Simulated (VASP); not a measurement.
# ZnO (P6_3/mmc) in VASP: further runs

The runs below take ZnO through single point, with PBE+D3(BJ).

Program: VASP 6.6.1. These are calculated values, not measurements. Logs are shortened: lines on timing, memory, paths and dates and some standing lists are left out, and cuts for length are marked.

### 1 The cell of the first run

Symmetry: P6_3/mmc, No. 194, hexagonal system. The conventional cell has a = 3.189 Å, b = 3.189 Å, c = 6.917 Å, α = 90.00°, β = 90.00°, γ = 120.00°. Zn (site symmetry -6m2) has 3 O at 1.84 Å within 2.4 Å. O (site symmetry -6m2) has 3 Zn at 1.84 Å within 2.4 Å.

### 2 Single point, PBE+D3(BJ) (strain -0.030 along x and y, -0.030 along z)

File INCAR:

```
SYSTEM = ZnO
ALGO     = Normal         ! electronic algorithm
EDIFF    = 1E-7           ! SCF threshold, eV
ENCUT    = 520            ! plane-wave cutoff, eV
GGA      = PE             ! functional
ISIF     = 2              ! what is computed and relaxed
ISMEAR   = 0              ! smearing method
IVDW     = 12             ! dispersion correction
LASPH    = .True.         ! aspherical terms in the spheres
LCHARG   = .False.        ! write CHGCAR
LREAL    = .False.        ! projectors in reciprocal space
LWAVE    = .False.        ! write WAVECAR
NBANDS   = 26             ! bands
NELM     = 60             ! most SCF steps
PREC     = Accurate       ! precision mode
SIGMA    = 0.05           ! smearing width, eV
```

File KPOINTS:

```
k-points
0
Gamma
  9 9 4
  0 0 0
```

File POSCAR:

```
ZnO
1.0
    3.1893281439      0.0000000000      0.0000000000
   -1.5946640719      2.7620391936      0.0000000000
    0.0000000000      0.0000000000      6.9165281095
Zn O
2 2
Direct
    0.0000000000      0.0000000000      0.7500000000
    0.0000000000      0.0000000000      0.2500000000
    0.3333333333      0.6666666667      0.2500000000
    0.6666666667      0.3333333333      0.7500000000
```

Potentials or basis: VASP PAW PBE potentials, release 64 (Zn, O).

Run with:

```bash
> cat potpaw_PBE.64/Zn/POTCAR potpaw_PBE.64/O/POTCAR > POTCAR
> mpirun -np 1 vasp_std > vasp.out
```

OUTCAR:

```text
SYSTEM = ZnO
   EDIFF = 1E-7
   ENCUT = 520
   GGA = PE
   ISIF = 2
   ISMEAR = 0
   IVDW = 12
   LASPH = .True.
   LREAL = .False.
   NELM = 60
   PREC = Accurate
 IVDW          = 12

 ion  position               nearest neighbor table
   1  0.000  0.000  0.750-   4 1.84   4 1.84   4 1.84
   2  0.000  0.000  0.250-   3 1.84   3 1.84   3 1.84
   3  0.333  0.667  0.250-   2 1.84   2 1.84   2 1.84
   4  0.667  0.333  0.750-   1 1.84   1 1.84   1 1.84

  LATTYP: Found a hexagonal cell.
 ALAT       =     3.1893281439
 C/A-ratio  =     2.1686473757

  Lattice vectors:

 A1 = (   3.1893281439,   0.0000000000,   0.0000000000)
 A2 = (  -1.5946640719,   2.7620391936,   0.0000000000)
 A3 = (   0.0000000000,   0.0000000000,   6.9165281095)

Analysis of symmetry for initial positions (statically):
=====================================================================
 Subroutine PRICEL returns:
 Original cell was already a primitive cell.

 Routine SETGRP: Setting up the symmetry group for a
 hexagonal supercell.

 Subroutine GETGRP returns: Found 24 space group operations
 (whereof 12 operations were pure point group operations)
 out of a pool of 24 trial point group operations.

The static configuration has the point symmetry D_3d.
 The point group associated with its full space group is D_6h.

Analysis of symmetry for dynamics (positions and initial velocities):
=====================================================================
 Subroutine PRICEL returns:
 Original cell was already a primitive cell.

 Routine SETGRP: Setting up the symmetry group for a
 hexagonal supercell.

 Subroutine GETGRP returns: Found 24 space group operations
 (whereof 12 operations were pure point group operations)
 out of a pool of 24 trial point group operations.

The dynamic configuration has the point symmetry D_3d.
 The point group associated with its full space group is D_6h.

 Subroutine INISYM returns: Found 24 space group operations
 (whereof 12 operations are pure point group operations),
 and found     1 'primitive' translations

----------------------------------------------------------------------------------------

                                     Primitive cell

  volume of cell :      60.9280

  direct lattice vectors                    reciprocal lattice vectors
     3.189328144  0.000000000  0.000000000     0.313545661  0.181025672  0.000000000
    -1.594664072  2.762039194  0.000000000     0.000000000  0.362051343  0.000000000
     0.000000000  0.000000000  6.916528109     0.000000000  0.000000000  0.144581210

  length of vectors
     3.189328144  3.189328144  6.916528109     0.362051343  0.362051343  0.144581210

  position of ions in fractional coordinates (direct lattice)
     0.000000000  0.000000000  0.750000000
     0.000000000  0.000000000  0.250000000
     0.333333333  0.666666667  0.250000000
     0.666666667  0.333333333  0.750000000

  ion indices of the primitive-cell ions
   primitive index   ion index
                 1           1
                 2           2
                 3           3
                 4           4

----------------------------------------------------------------------------------------

 KPOINTS: k-points

Automatic generation of k-mesh.
 Grid dimensions read from file:
 generate k-points for:    9    9    4

 Generating k-lattice:

  Cartesian coordinates                     Fractional coordinates (reciprocal lattice)
     0.034838407  0.020113964  0.000000000     0.111111111  0.000000000  0.000000000
     0.000000000  0.040227927  0.000000000     0.000000000  0.111111111  0.000000000
     0.000000000  0.000000000  0.036145302     0.000000000  0.000000000  0.250000000

  Length of vectors
     0.040227927  0.040227927  0.036145302

  Shift w.r.t. Gamma in fractional coordinates (k-lattice)
     0.000000000  0.000000000  0.000000000

 Subroutine IBZKPT returns following result:
 ===========================================

 Found     36 irreducible k-points:

 Following reciprocal coordinates:
            Coordinates               Weight
  0.000000  0.000000  0.000000      1.000000
  0.111111  0.000000  0.000000      6.000000
  0.222222  0.000000  0.000000      6.000000
  0.333333 -0.000000  0.000000      6.000000
  0.444444  0.000000  0.000000      6.000000
  0.111111  0.111111  0.000000      6.000000
[... 16 lines left out ...]
  0.333333  0.222222  0.250000     24.000000
  0.333333  0.333333  0.250000      4.000000
 [... further k-points ...]
   k-points           NKPTS =     36   k-points in BZ     NKDIM =     36   number of bands    NBANDS=     26
   number of dos      NEDOS =    301   number of ions     NIONS =      4
   total plane-waves  NPLWV =  31104
   dimension x,y,z NGX =    24 NGY =   24 NGZ =   54
   dimension x,y,z NGXF=    48 NGYF=   48 NGZF=  108
   ions per type =               2   2
   NGX,Y,Z   is equivalent  to a cutoff of  12.51, 12.51, 12.98 a.u.
   NGXF,Y,Z  is equivalent  to a cutoff of  25.02, 25.02, 25.96 a.u.
 SYSTEM =  ZnO
   PREC   = accura    normal or accurate (medium, high low for compatibility)
   ISTART =      0    job   : 0-new  1-cont  2-samecut
   ICHARG =      2    charge: 1-file 2-atom 10-const
   ISPIN  =      1    spin polarized calculation?
   LNONCOLLINEAR =      F non collinear calculations
   LSORBIT =      F    spin-orbit coupling
   LASPH  =      T    aspherical Exc in radial PAW
   ENCUT  =  520.0 eV  38.22 Ry    6.18 a.u.   5.93  5.93 12.86*2*pi/ulx,y,z
   NELM   =     60;   NELMIN=  2; NELMDL= -5     # of ELM steps
   EDIFF  = 0.1E-06   stopping-criterion for ELM
   LREAL  =      F    real-space projection
   EDIFFG = 0.1E-05   stopping-criterion for IOM
   NSW    =      0    number of steps for IOM
   IBRION =     -1    ionic relax: 0-MD 1-quasi-New 2-CG
   NFREE  =      0    steps in history (QN), initial steepest desc. (CG)
   ISIF   =      2    stress and relaxation
   ISYM   =      2    0-nonsym 1-usesym 2-fastsym
   POTIM  = 0.5000    time-step for ionic-motion
   TEBEG  =    0.0;   TEEND  =   0.0 temperature during run
   PSTRESS=    0.0 pullay stress
   NELECT =      36.0000    total number of electrons
   NUPDOWN=      -1.0000    fix difference up-down
   EMIN   =  10.00;   EMAX   =-10.00  energy-range for DOS
   EFERMI =   0.00;   METHOD = LEGACY
   ISMEAR =     0;   SIGMA  =   0.05  broadening in eV -4-tet -1-fermi 0-gaus
   EFERMI_NEDOS =   21; number of points for ismear=-14 and -15
   IALGO  =     38    algorithm
   IMIX   =      4    mixing-type and parameters
     AMIX     =   0.40;   BMIX     =  1.00
     AMIX_MAG =   1.60;   BMIX_MAG =  1.00
  volume/ion in A,a.u.               =      15.23       102.79
  Fermi-wavevector in a.u.,A,eV,Ry     =   1.373736  2.595985 25.676241  1.887151
  Thomas-Fermi vector in A             =   2.499226
   LORBIT       =      0    0 simple, 1 ext, 2 COOP (PROOUT), +10 PAW based schemes
   GGA     = PE    functional components
   LHFCALC =     F    Hartree Fock is set to
   AEXX    =    0.0000 exact exchange contribution
   IVDW    =    12    specifies the selected vdW correction
   LEPSILON=     F    determine dielectric tensor
   LRPA    =     F    only Hartree local field effects (RPA)
 non-spin polarized calculation
 Gauss-broadening in eV      SIGMA  =   0.05
  energy-cutoff  :      520.00
  volume of cell :       60.93
 maximum number of plane-waves:      1668
 NGX is ok and might be reduce to    24
   NGX = 11   NGY = 11   NGZ = 25

 number of electron      35.9999995 magnetization

 Free energy of the ion-electron system (eV)
  ---------------------------------------------------
  ext. energy  EPLUGINS =         0.00000000
  ---------------------------------------------------
  free energy    TOTEN  =       -16.79069659 eV

  energy without entropy =      -16.79069659  energy(sigma->0) =      -16.79069659

 E-fermi :   0.2211     XC(G=0):  -9.3577

 val. band max:       -0.0189339662   @ k =   0.0000   0.0000   0.0000
 cond. band min:       0.7980433009   @ k =   0.0000   0.0000   0.0000
 fundamental gap:      0.8169772672
 Fermi energy:         0.2211164566

 k-point     1 :       0.0000    0.0000    0.0000
  band No.  band energies     occupation
      1     -18.2171      2.00000
      2     -18.1134      2.00000
      3      -6.6948      2.00000
      4      -6.6948      2.00000
      5      -6.6766      2.00000
      6      -6.6766      2.00000
[... 18 lines left out ...]
     25      13.2554      0.00000
     26      14.1317      0.00000

 k-point     2 :       0.1111    0.0000    0.0000
  band No.  band energies     occupation
      1     -18.1500      2.00000
      2     -18.0518      2.00000
      3      -6.7242      2.00000
      4      -6.7102      2.00000
      5      -6.6009      2.00000
      6      -6.5823      2.00000
[... 18 lines left out ...]
     25      13.1671      0.00000
     26      13.5037      0.00000

 k-point     3 :       0.2222    0.0000    0.0000
  band No.  band energies     occupation
      1     -17.9754      2.00000
      2     -17.8937      2.00000
      3      -6.7553      2.00000
      4      -6.7496      2.00000
      5      -6.3378      2.00000
      6      -6.3188      2.00000
[... 18 lines left out ...]
     25      12.4971      0.00000
     26      13.8709      0.00000

 k-point     4 :       0.3333   -0.0000    0.0000
  band No.  band energies     occupation
      1     -17.7673      2.00000
      2     -17.7109      2.00000
      3      -6.6881      2.00000
      4      -6.6835      2.00000
      5      -5.9745      2.00000
      6      -5.9570      2.00000
[... 18 lines left out ...]
     25      12.4438      0.00000
     26      13.5161      0.00000
[... 496 lines left out ...]
      1     -17.6693      2.00000
      2     -17.6385      2.00000
      3      -6.5618      2.00000
      4      -6.5514      2.00000
      5      -5.7359      2.00000
      6      -5.7324      2.00000
[... 18 lines left out ...]
     25      11.0330      0.00000
     26      12.4916      0.00000

 k-point    23 :       0.3333    0.2222    0.2500
  band No.  band energies     occupation
      1     -17.5613      2.00000
      2     -17.5474      2.00000
      3      -6.3330      2.00000
      4      -6.3229      2.00000
      5      -5.6881      2.00000
      6      -5.5965      2.00000
[... 18 lines left out ...]
     25      10.5530      0.00000
     26      11.3089      0.00000

 k-point    24 :       0.3333    0.3333    0.2500
  band No.  band energies     occupation
      1     -17.5208      2.00000
      2     -17.5208      2.00000
      3      -6.1948      2.00000
      4      -6.1801      2.00000
      5      -5.6435      2.00000
      6      -5.6435      2.00000
[... 18 lines left out ...]
     25       9.8609      0.00000
     26      10.7226      0.00000

 [... further k-points ...]

------------------------ aborting loop because EDIFF is reached ----------------------------------------

 Edisp (eV)   -0.68814

 E8    (eV) :    -0.2591

  FORCE on cell =-STRESS in cart. coord.  units (eV):
  Direction    XX          YY          ZZ          XY          YZ          ZX
  --------------------------------------------------------------------------------------
  -------------------------------------------------------------------------------------
  Total       5.01420     5.01420    -0.63973     0.00000     0.00000     0.00000
  in kB     131.85461   131.85461   -16.82257     0.00000     0.00000     0.00000
  external pressure =       82.30 kB  Pullay stress =        0.00 kB

 VOLUME and BASIS-vectors are now :
 -----------------------------------------------------------------------------
  energy-cutoff  :      520.00
  volume of cell :       60.93
      direct lattice vectors                 reciprocal lattice vectors
     3.189328144  0.000000000  0.000000000     0.313545661  0.181025672  0.000000000
    -1.594664072  2.762039194  0.000000000     0.000000000  0.362051343  0.000000000
     0.000000000  0.000000000  6.916528109     0.000000000  0.000000000  0.144581210

 POSITION                                       TOTAL-FORCE (eV/Angst)
 -----------------------------------------------------------------------------------
      0.00000      0.00000      5.18740        -0.000000      0.000000     -0.000000
      0.00000      0.00000      1.72913        -0.000000      0.000000      0.000000
     -0.00000      1.84136      1.72913         0.000000     -0.000000     -0.000000
      1.59466      0.92068      5.18740         0.000000      0.000000      0.000000
 -----------------------------------------------------------------------------------
    total drift:                               -0.000000      0.000000      0.000000

  FREE ENERGIE OF THE ION-ELECTRON SYSTEM (eV)
  ---------------------------------------------------
  free  energy   TOTEN  =       -17.4788395087 eV

  energy  without entropy=      -17.4788395087  energy(sigma->0) =      -17.47883951
```

Wall time 23 s (1 thread of Intel Xeon 6975P-C (Granite Rapids), shared host); peak memory 0.21 GiB.

Results:

| Property | Result |
| --- | --- |
| Free energy | -17.4788 eV |
| Pressure | 8.2 GPa |
| Band gap on the k mesh | 0.82 eV |
| Dispersion energy per atom | -0.172 eV |

Stress tensor (GPa, compression positive):
```
13.19  0.00  0.00
 0.00 13.19  0.00
 0.00  0.00 -1.68
```

Caveat: the cell differs from its parent crystal (strain -0.030 along x and y, -0.030 along z); the stress differs along the axes, from -2 to 13 GPa. A k mesh can miss the band edges.

### 3 Single point, PBE+D3(BJ) (strain -0.030 along x and y, -0.015 along z)

File INCAR:

```
ALGO = Normal
EDIFF = 1E-7
ENCUT = 520
GGA = PE
ISIF = 2
ISMEAR = 0
IVDW = 12
LASPH = True
LCHARG = False
LREAL = False
LWAVE = False
NBANDS = 26
NELM = 100
PREC = Accurate
SIGMA = 0.05
```

File KPOINTS:

```
k-points
0
Gamma
  9 9 4
```

POSCAR, as its differences from that of step 2:

```diff
@@ -4,3 +4,3 @@
    -1.5946640719      2.7620391936      0.0000000000
-    0.0000000000      0.0000000000      6.9165281095
+    0.0000000000      0.0000000000      7.0234847298
 Zn O
```

Potentials or basis: VASP PAW PBE potentials, release 64 (Zn, O).

Run with:

```bash
> cat potpaw_PBE.64/Zn/POTCAR potpaw_PBE.64/O/POTCAR > POTCAR
> mpirun -np 1 vasp_std > vasp.out
```

It took 23 s on 1 thread of Intel Xeon 6975P-C (Granite Rapids), shared host; peak memory 0.21 GiB.

It converged, with:

```
Free energy                : -17.4695 eV
Pressure                   : 8.1 GPa
Band gap on the k mesh     : 0.83 eV
Dispersion energy per atom : -0.169 eV
```

Stress tensor (GPa, compression positive):
```
12.99  0.00  0.00
 0.00 12.99  0.00
 0.00  0.00 -1.75
```

Levels at points of the mesh, in eV from the valence-band top:
```tsv
k point	band 14	band 15	band 16	band 17	band 18	band 19	band 20	band 21	band 22	band 23
(0.00, 0.00, 0.00)	-2.31	-0.01	-0.01	0.00	0.00	0.83	3.61	5.05	11.12	11.14
(0.00, 0.00, 0.50)	-3.13	0.00	0.00	0.00	0.00	1.99	1.99	7.32	7.32	13.66
```

Caveat: the cell differs from its parent crystal (strain -0.030 along x and y, -0.015 along z); the stress differs along the axes, from -2 to 13 GPa.

### 4 Single point, PBE+D3(BJ) (strain -0.030 along x and y, +0.000 along z)

File INCAR:

```
PREC     = Accurate       # precision mode
ENCUT    = 520            # plane-wave cutoff, eV
EDIFF    = 1E-6           # SCF threshold, eV
ISMEAR   = 0              # smearing method
SIGMA    = 0.05           # smearing width, eV
LREAL    = False          # projectors in reciprocal space
LASPH    = True           # aspherical terms in the spheres
NELM     = 80             # most SCF steps
ALGO     = Normal         # electronic algorithm
ISIF     = 2              # what is computed and relaxed
LWAVE    = False          # write WAVECAR
LCHARG   = False          # write CHGCAR
GGA      = PE             # functional
IVDW     = 12             # dispersion correction
NBANDS   = 26             # bands
```

File KPOINTS:

```
Automatic mesh
0
Gamma
  9 9 4
```

POSCAR, as its differences from that of step 3:

```diff
@@ -4,3 +4,3 @@
    -1.5946640719      2.7620391936      0.0000000000
-    0.0000000000      0.0000000000      7.0234847298
+    0.0000000000      0.0000000000      7.1304413500
 Zn O
```

Run with:

```bash
> cat potpaw_PBE.64/Zn/POTCAR potpaw_PBE.64/O/POTCAR > POTCAR
> mpirun -np 1 vasp_std > vasp.out
```

Wall time 20 s (1 thread of Intel Xeon 6975P-C (Granite Rapids), shared host); peak memory 0.21 GiB.

Results (log left out):

```yaml
Free_energy: -17.4598 eV
Pressure: 8.0 GPa
Band_gap_on_the_k_mesh: 0.84 eV
Dispersion_energy_per_atom: -0.166 eV
```

Stress tensor (GPa, compression positive):
```
12.88  0.00  0.00
 0.00 12.88  0.00
 0.00  0.00 -1.72
```

Levels at points of the mesh, in eV from the valence-band top:
```csv
k point,band 15,band 16,band 17,band 18,band 19,band 20,band 21,band 22
"(0.00, 0.00, 0.00)",-0.01,-0.01,0.00,0.00,0.84,3.53,5.00,10.88
"(0.00, 0.00, 0.50)",0.00,0.00,0.00,0.00,1.96,1.96,7.19,7.19
```

Caveat: the cell differs from its parent crystal (strain -0.030 along x and y, +0.000 along z); the stress differs along the axes, from -2 to 13 GPa.

### 5 Single point, PBE+D3(BJ) (strain -0.015 along x and y, -0.030 along z)

File INCAR:

```
ALGO = Normal
EDIFF = 1E-6
ENCUT = 520
GGA = PE
ISIF = 2
ISMEAR = 0
IVDW = 12
LASPH = T
LCHARG = F
LREAL = F
LWAVE = F
NBANDS = 26
NELM = 60
PREC = Accurate
SIGMA = 0.05
```

File KPOINTS:

```
k-points
0
Gamma
  9 9 4
```

File POSCAR:

```
ZnO
1.0
    3.2386476513      0.0000000000      0.0000000000
   -1.6193238256      2.8047511399      0.0000000000
    0.0000000000      0.0000000000      6.9165281095
Zn O
2 2
Direct
    0.0000000000      0.0000000000      0.7500000000
    0.0000000000      0.0000000000      0.2500000000
    0.3333333333      0.6666666667      0.2500000000
    0.6666666667      0.3333333333      0.7500000000
```

Run with:

```bash
> cat potpaw_PBE.64/Zn/POTCAR potpaw_PBE.64/O/POTCAR > POTCAR
> mpirun -np 1 vasp_std > vasp.out
```

Wall time 20 s (1 thread of Intel Xeon 6975P-C (Granite Rapids), shared host); peak memory 0.21 GiB.

It converged, with:

```yaml
Free_energy: -17.5873 eV
Pressure: 2.9 GPa
Band_gap_on_the_k_mesh: 0.81 eV
Dispersion_energy_per_atom: -0.167 eV
```

Stress tensor (GPa, compression positive):
```
 5.17  0.00  0.00
 0.00  5.17  0.00
 0.00  0.00 -1.56
```

Levels at points of the mesh, in eV from the valence-band top:
| k point | band 15 | band 16 | band 17 | band 18 | band 19 | band 20 | band 21 | band 22 |
| --- | --- | --- | --- | --- | --- | --- | --- | --- |
| (0.00, 0.00, 0.00) | -0.01 | -0.01 | 0.00 | 0.00 | 0.81 | 3.61 | 5.20 | 11.40 |
| (0.00, 0.00, 0.50) | -0.01 | -0.01 | -0.01 | -0.01 | 2.01 | 2.01 | 7.49 | 7.49 |

Caveat: the cell differs from its parent crystal (strain -0.015 along x and y, -0.030 along z); the stress differs along the axes, from -2 to 5 GPa. A k mesh can miss the band edges.

### 6 Overview

```csv
cell,gap on the mesh (eV),pressure (GPa)
"a = 3.189, b = 3.189, c = 6.917 Å, angles 90.0, 90.0, 120.0°, 4 atoms",0.82,8.2
"a = 3.189, b = 3.189, c = 7.023 Å, angles 90.0, 90.0, 120.0°, 4 atoms",0.83,8.1
"a = 3.189, b = 3.189, c = 7.130 Å, angles 90.0, 90.0, 120.0°, 4 atoms",0.84,8.0
"a = 3.239, b = 3.239, c = 6.917 Å, angles 90.0, 90.0, 120.0°, 4 atoms",0.81,2.9
```

Alike in all rows: task single point; level PBE+D3(BJ); potentials or basis VASP PAW PBE potentials, release 64 (Zn, O); no spin polarisation; k mesh 9 × 9 × 4; cutoff (eV) 520; smearing gaussian 0.05 eV.

Caveats: the stress differs along the axes, from -2 to 13 GPa (at least some runs); the stress differs along the axes, from -2 to 5 GPa (at least some runs).

Absolute energies hang on the potentials; compare differences alone.
